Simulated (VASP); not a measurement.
Set up this calculation in VASP 6.6.1, as the native input.

```
Task                   : single point
Functional             : PBE
Potentials or basis    : VASP PAW PBE potentials, release 64 (Pb_d, Te)
Cutoff                 : 520 eV
k mesh                 : 6 × 6 × 6
Occupations            : fermi-dirac, width 0.001 eV
Spin                   : no spin polarisation
Dipole correction      : no
Further INCAR settings : ALGO = Normal; EDIFF = 1e-07; NBANDS = 17
```

The structure of TePb lies in POSCAR:

```
TePb
1.0
    0.0000000000      3.2678368520      3.2678368520
    3.2678368520      0.0000000000      3.2678368520
    3.2678368520      3.2678368520      0.0000000000
Pb Te
1 1
Direct
    0.0000000000      0.0000000000      0.0000000000
    0.5000000000      0.5000000000      0.5000000000
```

These files were run (other wordings do the same):

INCAR

```
SYSTEM = TePb
  PREC = Accurate
  ENCUT = 520
  EDIFF = 1E-7
  ISMEAR = -1
  SIGMA = 0.001
  LREAL = .False.
  LASPH = .True.
  NELM = 100
  ALGO = Normal
  ISIF = 2
  LWAVE = .False.
  LCHARG = .False.
  GGA = PE
  NBANDS = 17
```

KPOINTS

```
Automatic mesh
0
Gamma
  6 6 6
  0 0 0
```

Potentials or basis: VASP PAW PBE potentials, release 64 (Pb_d, Te).

The run is started by

```console
$ cat potpaw_PBE.64/Pb_d/POTCAR potpaw_PBE.64/Te/POTCAR > POTCAR
$ mpirun -np 1 vasp_std > vasp.out
```

It gave:

| Property | Result |
| --- | --- |
| Pressure | 0.6 GPa |
| Band gap on the k mesh | 0.80 eV |

Caveat: spin-orbit coupling is left out, which moves the levels of the heavy elements.

Run time: 24 s on 1 thread of Intel(R) Xeon(R) Platinum 8175M CPU @ 2.50GHz (Skylake/Cascade Lake), with other jobs on the host, peak memory 0.2 GiB.
